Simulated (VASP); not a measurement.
# LiTlSe2 (P-4m2) in VASP: further runs, part 2 of 2

VASP 6.6.1.

## Step 3: Single point, r2SCAN (epitaxial xy strain -3.6%)

File POSCAR:

```
LiTlSe2
1.0
    4.1099971272      0.0000000000      0.0000000000
    0.0000000000      4.1099971272      0.0000000000
    0.0000000000      0.0000000000      6.2708670684
Li Se Tl
1 2 1
Direct
    0.0000000000      0.0000000000      0.0000000000
    0.0000000000      0.5000000000      0.2321512576
    0.5000000000      0.0000000000      0.7678487424
    0.5000000000      0.5000000000      0.5000000000
```

File INCAR.step1:

```
SYSTEM = LiTlSe2
PREC = Accurate
ENCUT = 520
ISMEAR = 0
SIGMA = 0.01
LREAL = .FALSE.
LASPH = .TRUE.
NELM = 80
NBANDS = 22
GGA = PE
ALGO = Normal
EDIFF = 1E-4
LWAVE = .TRUE.
LCHARG = .FALSE.
```

File INCAR.step2:

```
SYSTEM = LiTlSe2
PREC = Accurate
ENCUT = 520
EDIFF = 1E-6
ISMEAR = 0
SIGMA = 0.01
LREAL = .FALSE.
LASPH = .TRUE.
NELM = 80
ALGO = Normal
ISIF = 2
LWAVE = .FALSE.
LCHARG = .FALSE.
METAGGA = R2SCAN
LMIXTAU = .TRUE.
NBANDS = 22
ISTART = 1
```

File KPOINTS:

```
Automatic mesh
0
G
  6 6 4
  0 0 0
```

Potentials or basis: VASP PAW PBE potentials, release 64 (Li_sv, Se, Tl_d).

Command:

```bash
cat potpaw_PBE.64/Li_sv/POTCAR potpaw_PBE.64/Se/POTCAR potpaw_PBE.64/Tl_d/POTCAR > POTCAR
cp INCAR.step1 INCAR
mpirun -np 1 vasp_std > vasp.out
cp INCAR.step2 INCAR
mpirun -np 1 vasp_std > vasp.out
```

OUTCAR:

```text
SYSTEM = LiTlSe2
   PREC = Accurate
   ENCUT = 520
   EDIFF = 1E-6
   ISMEAR = 0
   LREAL = .FALSE.
   LASPH = .TRUE.
   NELM = 80
   ISIF = 2
   METAGGA = R2SCAN
   ISTART = 1

 ion  position               nearest neighbor table
   1  0.000  0.000  0.000-   2 2.52   3 2.52   2 2.52   3 2.52
   2  0.000  0.500  0.232-   1 2.52   1 2.52   4 2.65   4 2.65
   3  0.500  0.000  0.768-   1 2.52   1 2.52   4 2.65   4 2.65
   4  0.500  0.500  0.500-   2 2.65   3 2.65   3 2.65   2 2.65

  LATTYP: Found a simple tetragonal cell.
 ALAT       =     4.1099971272
 C/A-ratio  =     1.5257594773

  Lattice vectors:

 A1 = (   4.1099971272,   0.0000000000,   0.0000000000)
 A2 = (   0.0000000000,   4.1099971272,   0.0000000000)
 A3 = (   0.0000000000,   0.0000000000,   6.2708670684)

Analysis of symmetry for initial positions (statically):
=====================================================================
 Subroutine PRICEL returns:
 Original cell was already a primitive cell.

 Routine SETGRP: Setting up the symmetry group for a
 simple tetragonal supercell.

 Subroutine GETGRP returns: Found  8 space group operations
 (whereof  8 operations were pure point group operations)
 out of a pool of 16 trial point group operations.

The static configuration has the point symmetry D_2d.

Analysis of symmetry for dynamics (positions and initial velocities):
=====================================================================
 Subroutine PRICEL returns:
 Original cell was already a primitive cell.

 Routine SETGRP: Setting up the symmetry group for a
 simple tetragonal supercell.

 Subroutine GETGRP returns: Found  8 space group operations
 (whereof  8 operations were pure point group operations)
 out of a pool of 16 trial point group operations.
[... 120 lines left out ...]
   ISMEAR =     0;   SIGMA  =   0.01  broadening in eV -4-tet -1-fermi 0-gaus
   EFERMI_NEDOS =   21; number of points for ismear=-14 and -15
   IALGO  =     38    algorithm
   IMIX   =      4    mixing-type and parameters
     AMIX     =   0.40;   BMIX     =  1.00
     AMIX_MAG =   1.60;   BMIX_MAG =  1.00
  volume/ion in A,a.u.               =      26.48       178.71
  Fermi-wavevector in a.u.,A,eV,Ry     =   1.050648  1.985437 15.018948  1.103862
  Thomas-Fermi vector in A             =   2.185660
   LORBIT       =      0    0 simple, 1 ext, 2 COOP (PROOUT), +10 PAW based schemes
   METAGGA = R2SCAN    functional components
   LHFCALC =     F    Hartree Fock is set to
   AEXX    =    0.0000 exact exchange contribution
   IVDW    =     0    specifies the selected vdW correction
   LEPSILON=     F    determine dielectric tensor
   LRPA    =     F    only Hartree local field effects (RPA)
 non-spin polarized calculation
 Gauss-broadening in eV      SIGMA  =   0.01
  energy-cutoff  :      520.00
  volume of cell :      105.93
 maximum number of plane-waves:      2880
 NGX is ok and might be reduce to    32
   NGX = 15   NGY = 15   NGZ = 23

 number of electron      27.9999996 magnetization

 Free energy of the ion-electron system (eV)
  ---------------------------------------------------
  ext. energy  EPLUGINS =         0.00000000
  ---------------------------------------------------
  free energy    TOTEN  =       -87.11759025 eV

  energy without entropy =      -87.11759025  energy(sigma->0) =      -87.11759025

 E-fermi :   1.8601     XC(G=0):  -8.9733

 val. band max:        1.7327049340   @ k =   0.0000   0.0000   0.0000
 cond. band min:       2.5422116431   @ k =   0.0000   0.0000   0.0000
 fundamental gap:      0.8095067091
 Fermi energy:         1.8600528093

 k-point     1 :       0.0000    0.0000    0.0000
  band No.  band energies     occupation
      1     -44.3633      2.00000
      2     -11.3261      2.00000
      3     -10.9977      2.00000
      4      -9.5596      2.00000
      5      -9.5596      2.00000
      6      -9.4205      2.00000
[... 589 lines left out ...]
     21      10.2945      0.00000
     22      10.6557      0.00000

 [... further k-points ...]

------------------------ aborting loop because EDIFF is reached ----------------------------------------

  FORCE on cell =-STRESS in cart. coord.  units (eV):
  Direction    XX          YY          ZZ          XY          YZ          ZX
  --------------------------------------------------------------------------------------
  -------------------------------------------------------------------------------------
  Total        1.1046002      1.1046002     -0.0055421      0.0000000      0.0000000     -0.0000000
  in kB       16.7072536     16.7072536     -0.0838249      0.0000000      0.0000000     -0.0000000
  external PRESSURE =      11.1102274 kB  Pullay stress =       0.0000000 kB

 VOLUME and BASIS-vectors are now :
 -----------------------------------------------------------------------------
  energy-cutoff  :      520.00
  volume of cell :      105.93
      direct lattice vectors                 reciprocal lattice vectors
     4.109997127  0.000000000  0.000000000     0.243309173  0.000000000  0.000000000
     0.000000000  4.109997127  0.000000000     0.000000000  0.243309173  0.000000000
     0.000000000  0.000000000  6.270867068     0.000000000  0.000000000  0.159467581

 POSITION                                       TOTAL-FORCE (eV/Angst)
 -----------------------------------------------------------------------------------
      0.00000      0.00000      0.00000         0.000000     -0.000000      0.000000
      0.00000      2.05500      1.45579         0.000000     -0.000000     -0.007723
      2.05500      0.00000      4.81508        -0.000000     -0.000000      0.007723
      2.05500      2.05500      3.13543         0.000000      0.000000      0.000000
 -----------------------------------------------------------------------------------
    total drift:                                0.000000      0.000000     -0.000000

  FREE ENERGIE OF THE ION-ELECTRON SYSTEM (eV)
  ---------------------------------------------------
  free  energy   TOTEN  =       -87.1175902514 eV

  energy  without entropy=      -87.1175902514  energy(sigma->0) =      -87.11759025
```

Run time: 2.1 min. Hardware: 1 thread of Intel Xeon 6975P-C (Granite Rapids), shared host; peak memory 0.26 GiB.

Results:

* Free energy: -87.1176 eV
* Largest force: 0.008 eV/Å
* Band gap on the k mesh: 0.81 eV, direct

Forces on the atoms (eV/Å):
```
Li   0.000  0.000  0.000
Se   0.000  0.000 -0.008
Se   0.000  0.000  0.008
Tl   0.000  0.000  0.000
```

Caveat: the cell differs from its parent crystal (epitaxial xy strain -3.6%); the cutoff is under 1.25 times the usual one of these potentials, so pressure, stress and relaxed cells hold a basis-set (Pulay) error; the PAW data sets were made with another functional, which shifts forces and pressure a little; spin-orbit coupling is left out, which moves the levels of the heavy elements. A k mesh can miss the band edges.
